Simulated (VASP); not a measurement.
# Sb (R-3m) in VASP: notebook

The runs below take Sb through single point, with LDA.

Program: VASP 6.6.1. These are calculated values, not measurements. Logs are shortened: lines on timing, memory, paths and dates and some standing lists are left out, and cuts for length are marked.

### 1 The cell of the first run

It takes space group R-3m (No. 166, trigonal). The conventional cell has a = 4.215 Å, b = 4.215 Å, c = 11.232 Å, α = 90.00°, β = 90.00°, γ = 120.00°. Within 3.8 Å of Sb (site symmetry 3m) lie 6 Sb at 2.86 to 3.31 Å.

### 2 Single point, LDA (equal xx and yy strain of -2 %)

File INCAR:

```
PREC = Accurate
ENCUT = 520
EDIFF = 1E-7
ISMEAR = -1
SIGMA = 0.03
LREAL = F
LASPH = T
NELM = 100
ALGO = Normal
ISIF = 2
LWAVE = F
LCHARG = T
LELF = T
LVHAR = T
NBANDS = 12
```

File KPOINTS:

```
regular mesh
0
Gamma
  12 12 12
```

File POSCAR:

```
Sb
1.0
    2.1075883254      1.2168166870      3.7440000000
   -2.1075883254      1.2168166870      3.7440000000
    0.0000000000     -2.4336333739      3.7440000000
Sb
2
Direct
    0.2336400000      0.2336400000      0.2336400000
    0.7663600000      0.7663600000      0.7663600000
```

Potentials or basis: VASP PAW LDA potentials, release 64 (Sb).

Run with:

```bash
$ cat potpaw_LDA.64/Sb/POTCAR > POTCAR
$ mpirun -np 1 vasp_std > vasp.out
```

OUTCAR:

```text
PREC = Accurate
   ENCUT = 520
   EDIFF = 1E-7
   ISMEAR = -1
   LREAL = F
   LASPH = T
   NELM = 100
   ISIF = 2

 ion  position               nearest neighbor table
   1  0.234  0.234  0.234-   2 2.86   2 2.86   2 2.86   2 3.31   2 3.31   2 3.31
   2  0.766  0.766  0.766-   1 2.86   1 2.86   1 2.86   1 3.31   1 3.31   1 3.31

  LATTYP: Found a trigonal (rhomboedric) cell.
 ALAT       =     4.4654347380
 COS(alpha) =     0.5544729564

  Lattice vectors:

 A1 = (   2.1075883254,   1.2168166870,   3.7440000000)
 A2 = (  -2.1075883254,   1.2168166870,   3.7440000000)
 A3 = (   0.0000000000,  -2.4336333739,   3.7440000000)

Analysis of symmetry for initial positions (statically):
=====================================================================
 Subroutine PRICEL returns:
 Original cell was already a primitive cell.

 Routine SETGRP: Setting up the symmetry group for a
 trigonal (rhombohedral) supercell.

 Subroutine GETGRP returns: Found 12 space group operations
 (whereof 12 operations were pure point group operations)
 out of a pool of 12 trial point group operations.

The static configuration has the point symmetry D_3d.

Analysis of symmetry for dynamics (positions and initial velocities):
=====================================================================
 Subroutine PRICEL returns:
 Original cell was already a primitive cell.

 Routine SETGRP: Setting up the symmetry group for a
 trigonal (rhombohedral) supercell.

 Subroutine GETGRP returns: Found 12 space group operations
 (whereof 12 operations were pure point group operations)
 out of a pool of 12 trial point group operations.

The dynamic configuration has the point symmetry D_3d.

 Subroutine INISYM returns: Found 12 space group operations
 (whereof 12 operations are pure point group operations),
 and found     1 'primitive' translations

----------------------------------------------------------------------------------------

                                     Primitive cell

  volume of cell :      57.6100

  direct lattice vectors                    reciprocal lattice vectors
     2.107588325  1.216816687  3.744000000     0.237237981  0.136969412  0.089031339
    -2.107588325  1.216816687  3.744000000    -0.237237981  0.136969412  0.089031339
     0.000000000 -2.433633374  3.744000000     0.000000000 -0.273938825  0.089031339

  length of vectors
     4.465434738  4.465434738  4.465434738     0.288043502  0.288043502  0.288043502

  position of ions in fractional coordinates (direct lattice)
     0.233640000  0.233640000  0.233640000
     0.766360000  0.766360000  0.766360000

  ion indices of the primitive-cell ions
   primitive index   ion index
                 1           1
                 2           2

----------------------------------------------------------------------------------------

 KPOINTS: regular mesh

Automatic generation of k-mesh.
 Grid dimensions read from file:
 generate k-points for:   12   12   12

 Generating k-lattice:

  Cartesian coordinates                     Fractional coordinates (reciprocal lattice)
     0.019769832  0.011414118  0.007419278     0.083333333 -0.000000000  0.000000000
    -0.019769832  0.011414118  0.007419278    -0.000000000  0.083333333  0.000000000
     0.000000000 -0.022828235  0.007419278     0.000000000  0.000000000  0.083333333

  Length of vectors
     0.024003625  0.024003625  0.024003625

  Shift w.r.t. Gamma in fractional coordinates (k-lattice)
     0.000000000  0.000000000  0.000000000

 Subroutine IBZKPT returns following result:
 ===========================================

 Found    189 irreducible k-points:

 Following reciprocal coordinates:
            Coordinates               Weight
  0.000000  0.000000  0.000000      1.000000
  0.083333 -0.000000  0.000000      6.000000
  0.166667 -0.000000  0.000000      6.000000
  0.250000  0.000000  0.000000      6.000000
  0.333333 -0.000000  0.000000      6.000000
  0.416667  0.000000  0.000000      6.000000
[... 16 lines left out ...]
  0.500000  0.166667  0.000000     12.000000
 -0.416667  0.166667 -0.000000     12.000000
 [... further k-points ...]
   k-points           NKPTS =    189   k-points in BZ     NKDIM =    189   number of bands    NBANDS=     12
   number of dos      NEDOS =    301   number of ions     NIONS =      2
   total plane-waves  NPLWV =  46656
   dimension x,y,z NGX =    36 NGY =   36 NGZ =   36
   dimension x,y,z NGXF=    72 NGYF=   72 NGZF=   72
   ions per type =               2
   NGX,Y,Z   is equivalent  to a cutoff of  13.40, 13.40, 13.40 a.u.
   NGXF,Y,Z  is equivalent  to a cutoff of  26.81, 26.81, 26.81 a.u.
 SYSTEM =  unknown system
   PREC   = accura    normal or accurate (medium, high low for compatibility)
   ISTART =      0    job   : 0-new  1-cont  2-samecut
   ICHARG =      2    charge: 1-file 2-atom 10-const
   ISPIN  =      1    spin polarized calculation?
   LNONCOLLINEAR =      F non collinear calculations
   LSORBIT =      F    spin-orbit coupling
   LASPH  =      T    aspherical Exc in radial PAW
   ENCUT  =  520.0 eV  38.22 Ry    6.18 a.u.   8.30  8.30  8.30*2*pi/ulx,y,z
   NELM   =    100;   NELMIN=  2; NELMDL= -5     # of ELM steps
   EDIFF  = 0.1E-06   stopping-criterion for ELM
   LREAL  =      F    real-space projection
   EDIFFG = 0.1E-05   stopping-criterion for IOM
   NSW    =      0    number of steps for IOM
   IBRION =     -1    ionic relax: 0-MD 1-quasi-New 2-CG
   NFREE  =      0    steps in history (QN), initial steepest desc. (CG)
   ISIF   =      2    stress and relaxation
   ISYM   =      2    0-nonsym 1-usesym 2-fastsym
   POTIM  = 0.5000    time-step for ionic-motion
   TEBEG  =    0.0;   TEEND  =   0.0 temperature during run
   PSTRESS=    0.0 pullay stress
   NELECT =      10.0000    total number of electrons
   NUPDOWN=      -1.0000    fix difference up-down
   EMIN   =  10.00;   EMAX   =-10.00  energy-range for DOS
   EFERMI =   0.00;   METHOD = LEGACY
   ISMEAR =    -1;   SIGMA  =   0.03  broadening in eV -4-tet -1-fermi 0-gaus
   EFERMI_NEDOS =   21; number of points for ismear=-14 and -15
   IALGO  =     38    algorithm
   IMIX   =      4    mixing-type and parameters
     AMIX     =   0.40;   BMIX     =  1.00
     AMIX_MAG =   1.60;   BMIX_MAG =  1.00
  volume/ion in A,a.u.               =      28.81       194.39
  Fermi-wavevector in a.u.,A,eV,Ry     =   0.913220  1.725736 11.346865  0.833971
  Thomas-Fermi vector in A             =   2.037707
   LORBIT       =      0    0 simple, 1 ext, 2 COOP (PROOUT), +10 PAW based schemes
   GGA     = CA    functional components
   LHFCALC =     F    Hartree Fock is set to
   AEXX    =    0.0000 exact exchange contribution
   IVDW    =     0    specifies the selected vdW correction
   LEPSILON=     F    determine dielectric tensor
   LRPA    =     F    only Hartree local field effects (RPA)
 non-spin polarized calculation
  energy-cutoff  :      520.00
  volume of cell :       57.61
 maximum number of plane-waves:      1569
 NGX is ok and might be reduce to    36
   NGX = 17   NGY = 17   NGZ = 17

 number of electron      10.0000000 magnetization

 Free energy of the ion-electron system (eV)
  ---------------------------------------------------
  ext. energy  EPLUGINS =         0.00000000
  ---------------------------------------------------
  free energy    TOTEN  =        -9.60279683 eV

  energy without entropy =       -9.60214590  energy(sigma->0) =       -9.60247136

 E-fermi :   7.7981     XC(G=0):  -9.9155

 val. band max:        7.7580912013   @ k =   0.4167   0.3333   0.3333
 cond. band min:       7.8194194184   @ k =   0.5000   0.0000   0.0000
 fundamental gap:      0.0613282171
 Fermi energy:         7.7980739928

 k-point     1 :       0.0000    0.0000    0.0000
  band No.  band energies     occupation
      1      -5.3684      2.00000
      2       3.0979      2.00000
      3       5.4435      2.00000
      4       5.9547      2.00000
      5       5.9547      2.00000
      6       9.8305      0.00000
      7      10.5005      0.00000
      8      10.5005      0.00000
      9      12.8827      0.00000
     10      12.8827      0.00000
     11      12.9834      0.00000
     12      14.2146      0.00000

 k-point     2 :       0.0833   -0.0000    0.0000
  band No.  band energies     occupation
      1      -5.2873      2.00000
      2       2.7061      2.00000
      3       5.4982      2.00000
      4       5.9291      2.00000
      5       6.0710      2.00000
      6       9.8422      0.00000
      7      10.2752      0.00000
      8      10.3142      0.00000
      9      12.4559      0.00000
     10      12.7642      0.00000
     11      12.8806      0.00000
     12      14.8570      0.00000

 k-point     3 :       0.1667   -0.0000    0.0000
  band No.  band energies     occupation
      1      -5.0450      2.00000
      2       1.8056      2.00000
      3       5.5253      2.00000
      4       5.8673      2.00000
      5       6.3618      2.00000
      6       9.6013      0.00000
      7       9.7633      0.00000
      8       9.8242      0.00000
      9      12.2445      0.00000
     10      12.6976      0.00000
     11      13.1710      0.00000
     12      16.1057      0.00000
[... 286 lines left out ...]
 k-point    23 :       0.5000    0.1667    0.0000
  band No.  band energies     occupation
      1      -3.0046      2.00000
      2      -1.5428      2.00000
      3       4.0221      2.00000
      4       4.9505      2.00000
      5       5.7767      2.00000
      6       9.1286      0.00000
      7       9.4813      0.00000
      8      10.6403      0.00000
      9      13.4150      0.00000
     10      15.5171      0.00000
     11      16.3337      0.00000
     12      16.9455      0.00000

 k-point    24 :      -0.4167    0.1667   -0.0000
  band No.  band energies     occupation
      1      -2.6944      2.00000
      2      -1.9153      2.00000
      3       3.8395      2.00000
      4       5.3012      2.00000
      5       5.9626      2.00000
      6       8.6074      0.00000
      7       9.0793      0.00000
      8      10.9497      0.00000
      9      14.2035      0.00000
     10      14.9367      0.00000
     11      15.5208      0.00000
     12      17.5112      0.00000

 [... further k-points ...]

------------------------ aborting loop because EDIFF is reached ----------------------------------------

  FORCE on cell =-STRESS in cart. coord.  units (eV):
  Direction    XX          YY          ZZ          XY          YZ          ZX
  --------------------------------------------------------------------------------------
  -------------------------------------------------------------------------------------
  Total        1.0205348      1.0205348      0.3515076      0.0000000      0.0000000      0.0000000
  in kB       28.3818277     28.3818277      9.7756862      0.0000000      0.0000000      0.0000000
  external PRESSURE =      22.1797805 kB  Pullay stress =       0.0000000 kB

 VOLUME and BASIS-vectors are now :
 -----------------------------------------------------------------------------
  energy-cutoff  :      520.00
  volume of cell :       57.61
      direct lattice vectors                 reciprocal lattice vectors
     2.107588325  1.216816687  3.744000000     0.237237981  0.136969412  0.089031339
    -2.107588325  1.216816687  3.744000000    -0.237237981  0.136969412  0.089031339
     0.000000000 -2.433633374  3.744000000     0.000000000 -0.273938825  0.089031339

 POSITION                                       TOTAL-FORCE (eV/Angst)
 -----------------------------------------------------------------------------------
      0.00000      0.00000      2.62424         0.000000      0.000000      0.344325
      0.00000      0.00000      8.60776         0.000000     -0.000000     -0.344325
 -----------------------------------------------------------------------------------
    total drift:                                0.000000     -0.000000      0.000000

  FREE ENERGIE OF THE ION-ELECTRON SYSTEM (eV)
  ---------------------------------------------------
  free  energy   TOTEN  =        -9.6027968250 eV

  energy  without entropy=       -9.6021458955  energy(sigma->0) =       -9.60247136
```

Run time: 98 s. Hardware: 1 thread of AMD EPYC 7R13 (Zen 3), shared host; peak memory 0.22 GiB.

Results:

```
Free energy            : -9.6028 eV
Pressure               : 2.2 GPa
Largest force          : 0.344 eV/Å
Band gap on the k mesh : zero (bands 5 and 6 overlap by 0.38 eV)
```

Forces in eV/Å, atoms in the order of the input:
```
Sb   0.000  0.000  0.344
Sb   0.000  0.000 -0.344
```

Levels at points of the mesh, in eV from the Fermi level:
| k point | band 3 | band 4 | band 5 | band 6 | band 7 | band 8 |
| --- | --- | --- | --- | --- | --- | --- |
| (0.00, 0.00, 0.00) | -2.35 | -1.84 | -1.84 | 2.03 | 2.70 | 2.70 |
| (0.50, 0.00, 0.00) | -2.07 | -2.05 | -0.33 | -0.25 | 0.02 | 0.46 |
| (0.50, 0.50, 0.00) | -5.72 | -4.05 | -3.82 | 1.36 | 5.06 | 5.66 |
| (0.50, 0.50, 0.50) | -1.34 | -1.34 | -0.37 | 0.14 | 0.14 | 1.29 |

Caveat: the cell differs from its parent crystal (equal xx and yy strain of -2 %); spin-orbit coupling is left out, which moves the levels of the heavy elements.

### 3 Single point, LDA (equal xx and yy strain of -1 %)

File INCAR:

```
SYSTEM = Sb
ALGO     = Normal         ! electronic algorithm
EDIFF    = 1E-7           ! SCF threshold, eV
ENCUT    = 520            ! plane-wave cutoff, eV
GGA      = CA             ! functional
ISIF     = 2              ! what is computed and relaxed
ISMEAR   = -1             ! smearing method
LASPH    = .True.         ! aspherical terms in the spheres
LCHARG   = .False.        ! write CHGCAR
LREAL    = .False.        ! projectors in reciprocal space
LWAVE    = .False.        ! write WAVECAR
NBANDS   = 12             ! bands
NELM     = 60             ! most SCF steps
PREC     = Accurate       ! precision mode
SIGMA    = 0.03           ! smearing width, eV
```

File KPOINTS:

```
k-points
0
Gamma
  12 12 12
  0 0 0
```

File POSCAR:

```
Sb
1.0
    2.1290943287      1.2292331838      3.7440000000
   -2.1290943287      1.2292331838      3.7440000000
    0.0000000000     -2.4584663675      3.7440000000
Sb
2
Direct
    0.2336400000      0.2336400000      0.2336400000
    0.7663600000      0.7663600000      0.7663600000
```

Potentials or basis: VASP PAW LDA potentials, release 64 (Sb).

Run with:

```bash
$ cat potpaw_LDA.64/Sb/POTCAR > POTCAR
$ mpirun -np 1 vasp_std > vasp.out
```

Run time: 88 s. Hardware: 1 thread of AMD EPYC 7R13 (Zen 3), shared host; peak memory 0.22 GiB.

Results (log left out):

* Free energy: -9.6175 eV
* Pressure: 0.8 GPa
* Largest force: 0.233 eV/Å
* Band gap on the k mesh: zero (bands 5 and 6 overlap by 0.33 eV)

Forces on the atoms (eV/Å):
```
Sb   0.000  0.000  0.233
Sb   0.000  0.000 -0.233
```

Stress tensor (GPa, compression positive):
```
 1.16  0.00  0.00
 0.00  1.16  0.00
 0.00  0.00 -0.04
```

Levels at points of the mesh, in eV from the Fermi level:
| k point | band 1 | band 2 | band 3 | band 4 | band 5 | band 6 | band 7 | band 8 | band 9 | band 10 |
| --- | --- | --- | --- | --- | --- | --- | --- | --- | --- | --- |
| (0.00, 0.00, 0.00) | -12.99 | -4.78 | -2.21 | -1.84 | -1.84 | 2.04 | 2.68 | 2.68 | 5.07 | 5.07 |
| (0.50, 0.00, 0.00) | -10.55 | -9.80 | -2.01 | -1.94 | -0.31 | -0.26 | 0.09 | 0.46 | 7.45 | 8.04 |
| (0.50, 0.50, 0.00) | -10.54 | -8.12 | -5.60 | -3.91 | -3.76 | 1.43 | 4.98 | 5.57 | 7.03 | 8.59 |
| (0.50, 0.50, 0.50) | -11.43 | -9.16 | -1.34 | -1.34 | -0.47 | 0.12 | 0.12 | 1.20 | 6.93 | 8.55 |

Caveat: the cell differs from its parent crystal (equal xx and yy strain of -1 %); spin-orbit coupling is left out, which moves the levels of the heavy elements.

### 4 Single point, LDA (equal xx and yy strain of +1 %)

File INCAR:

```
  ALGO = Normal
  EDIFF = 1E-6
  ENCUT = 520
  GGA = CA
  ISIF = 2
  ISMEAR = -1
  LASPH = True
  LCHARG = False
  LREAL = False
  LWAVE = False
  NBANDS = 12
  NELM = 100
  PREC = Accurate
  SIGMA = 0.03
```

File KPOINTS:

```
k-points
0
Gamma
  12 12 12
```

File POSCAR:

```
Sb
1.0
    2.1721063353      1.2540661774      3.7440000000
   -2.1721063353      1.2540661774      3.7440000000
    0.0000000000     -2.5081323547      3.7440000000
Sb
2
Direct
    0.2336400000      0.2336400000      0.2336400000
    0.7663600000      0.7663600000      0.7663600000
```

Run with:

```bash
$ cat potpaw_LDA.64/Sb/POTCAR > POTCAR
$ mpirun -np 1 vasp_std > vasp.out
```

It took 85 s on 1 thread of AMD EPYC 7R13 (Zen 3), shared host; peak memory 0.22 GiB.

It converged, with:

```yaml
Free_energy: -9.6120 eV
Pressure: -1.8 GPa
Largest_force: 0.056 eV/Å
Band_gap_on_the_k_mesh: zero (bands 5 and 6 overlap by 0.23 eV)
```

Forces on the atoms (eV/Å):
```
Sb   0.000  0.000  0.056
Sb   0.000  0.000 -0.056
```

Stress tensor (GPa, compression positive):
```
-1.81  0.00  0.00
 0.00 -1.81  0.00
 0.00  0.00 -1.64
```

Levels at points of the mesh, in eV from the Fermi level:
```csv
k point,band 1,band 2,band 3,band 4,band 5,band 6,band 7,band 8,band 9,band 10
"(0.00, 0.00, 0.00)",-12.57,-4.89,-1.88,-1.75,-1.75,2.11,2.72,2.72,5.10,5.10
"(0.50, 0.00, 0.00)",-10.27,-9.55,-1.83,-1.65,-0.21,-0.20,0.29,0.55,7.65,8.31
"(0.50, 0.50, 0.00)",-10.27,-7.96,-5.30,-3.58,-3.57,1.63,4.90,5.45,6.82,8.61
"(0.50, 0.50, 0.50)",-11.04,-8.87,-1.26,-1.26,-0.57,0.15,0.15,1.09,7.03,8.64
```

Caveat: the cell differs from its parent crystal (equal xx and yy strain of +1 %); spin-orbit coupling is left out, which moves the levels of the heavy elements.

### 5 Single point, LDA (equal xx and yy strain of +2 %)

File INCAR:

```
PREC = Accurate
ENCUT = 520
EDIFF = 1E-7
ISMEAR = -1
SIGMA = 0.03
LREAL = F
LASPH = T
NELM = 60
ALGO = Normal
ISIF = 2
LWAVE = F
LCHARG = F
GGA = CA
NBANDS = 12
```

File KPOINTS:

```
Automatic mesh
0
Gamma
  12 12 12
```

File POSCAR:

```
Sb
1.0
    2.1936123386      1.2664826742      3.7440000000
   -2.1936123386      1.2664826742      3.7440000000
    0.0000000000     -2.5329653483      3.7440000000
Sb
2
Direct
    0.2336400000      0.2336400000      0.2336400000
    0.7663600000      0.7663600000      0.7663600000
```

Run with:

```bash
$ cat potpaw_LDA.64/Sb/POTCAR > POTCAR
$ mpirun -np 1 vasp_std > vasp.out
```

Run time: 96 s. Hardware: 1 thread of AMD EPYC 7R13 (Zen 3), shared host; peak memory 0.22 GiB.

It converged, with:

```yaml
Free_energy: -9.5932 eV
Pressure: -2.8 GPa
Largest_force: 0.019 eV/Å
Band_gap_on_the_k_mesh: zero (bands 5 and 6 overlap by 0.19 eV)
```

Forces on the atoms (eV/Å):
```
Sb   0.000  0.000 -0.019
Sb   0.000  0.000  0.019
```

Stress tensor (GPa, compression positive):
```
-3.10  0.00  0.00
 0.00 -3.10  0.00
 0.00  0.00 -2.29
```

Levels at points of the mesh, in eV from the Fermi level:
```tsv
k point	band 2	band 3	band 4	band 5	band 6	band 7	band 8	band 9
(0.00, 0.00, 0.00)	-4.93	-1.72	-1.69	-1.69	2.15	2.74	2.74	5.13
(0.50, 0.00, 0.00)	-9.43	-1.74	-1.51	-0.17	-0.17	0.40	0.60	7.73
(0.50, 0.50, 0.00)	-7.88	-5.14	-3.47	-3.42	1.73	4.86	5.40	6.71
(0.50, 0.50, 0.50)	-8.73	-1.21	-1.21	-0.61	0.17	0.17	1.04	7.08
```

Caveat: the cell differs from its parent crystal (equal xx and yy strain of +2 %); spin-orbit coupling is left out, which moves the levels of the heavy elements.

### 6 The runs side by side

```csv
cell,gap on the mesh (eV),pressure (GPa),largest force (eV/Å)
"a = 4.465 Å, angles 56.3°, 2 atoms",none,2.2,0.34
"a = 4.479 Å, angles 56.8°, 2 atoms",none,0.8,0.23
"a = 4.506 Å, angles 57.6°, 2 atoms",none,-1.8,0.06
"a = 4.520 Å, angles 58.1°, 2 atoms",none,-2.8,0.02
```

Alike in all rows: task single point; level LDA; potentials or basis VASP PAW LDA potentials, release 64 (Sb); no spin polarisation; k mesh 12 × 12 × 12; cutoff (eV) 520; smearing fermi-dirac 0.03 eV.

Caveats: spin-orbit coupling is left out, which moves the levels of the heavy elements.

Absolute energies hang on the potentials; compare differences alone.

The gap in the log of VASP goes by the Fermi energy; the results here count the filled bands.